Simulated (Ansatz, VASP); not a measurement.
TaBiO in VASP and in Ansatz

```
Ta Bi O
1.0
     2.17157   -2.17211    0.00000
     2.17157    2.17211    0.00000
     0.00000    0.00000    5.88282
Ta Bi O
1 1 1
Direct
  0.50000 0.50000 0.50000
  0.50000 0.50000 0.00000
  0.00000 0.00000 0.50000
```

Alike in both runs: functional PBE; k mesh 4 × 4 × 3; occupations gaussian, width 0.15 eV; no spin polarisation.

Ansatz relaxed the structure, and its values are those at the end. VASP's run is a single point on that final structure, the one shown.

```csv
,VASP,Ansatz
version,VASP 6.6.1,Ansatz 0.2.0
potentials or method,"VASP PAW PBE potentials, release 64 (Ta_pv, Bi_d, O), cutoff 600 eV","scalar-relativistic, plane waves, PAW"
valence electrons in the cell,32,34
```

|  | VASP | Ansatz | Ansatz less VASP |
| --- | --- | --- | --- |
| gap on the k mesh at the Fermi level (eV) | none | none | - |
| pressure (GPa) | -0.3 | -0.3 | -0.09 |

A gap of «none» marks a metal or a gap that the smearing closes. With one functional, cell and mesh, what is left measures potentials, basis and numerics. VASP's potentials hold 32 valence electrons a cell and Ansatz's 34, so a difference there can come from the potentials and not from the codes.

The k mesh is coarse, so the values compare programs but aren't converged. Spin-orbit coupling is off throughout.
